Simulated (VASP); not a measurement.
Input of a VASP 6.6.1 run:

The input INCAR:

```
SYSTEM = Ta4In
ALGO     = Normal         ! electronic algorithm
EDIFF    = 1E-6           ! SCF threshold, eV
ENCUT    = 500            ! plane-wave cutoff, eV
GGA      = PE             ! functional
GGA_COMPAT= .FALSE.      
ISIF     = 2              ! what is computed and relaxed
ISMEAR   = 0              ! smearing method
LASPH    = .TRUE.         ! aspherical terms in the spheres
LCHARG   = .TRUE.         ! write CHGCAR
LELF     = .TRUE.         ! ELF
LREAL    = .FALSE.        ! projectors in reciprocal space
LVHAR    = .TRUE.       
LWAVE    = .FALSE.        ! write WAVECAR
NBANDS   = 36             ! bands
NELM     = 120            ! most SCF steps
PREC     = Accurate       ! precision mode
SIGMA    = 0.1            ! smearing width, eV
```

KPOINTS

```
k-points
0
G
  12 12 12
  0 0 0
```

File POSCAR:

```
Ta4In
1.0
   -1.7251073862      1.7251073862      7.9347359501
    1.7251073862     -1.7251073862      7.9347359501
    1.7251073862      1.7251073862     -7.9347359501
Ta In
4 1
Direct
    0.1994545199      0.1994545199      0.0000000000
    0.6054548108      0.6054548108      0.0000000000
    0.3945451892      0.3945451892      0.0000000000
    0.8005454801      0.8005454801      0.0000000000
    0.0000000000      0.0000000000      0.0000000000
```

Potentials or basis: VASP PAW PBE potentials, release 64 (Ta_pv, In_d).

Launch:

```console
$ cat potpaw_PBE.64/Ta_pv/POTCAR potpaw_PBE.64/In_d/POTCAR > POTCAR
$ mpirun -np 1 vasp_std > vasp.out
```

(1) What does it give for the pressure?

(2) Estimate the band gap on the k mesh.

Results:

(1) 0.0 GPa.

(2) zero (an odd number of electrons rules out a gap without spin polarisation).

Caveat: spin-orbit coupling is left out, which moves the levels of the heavy elements.
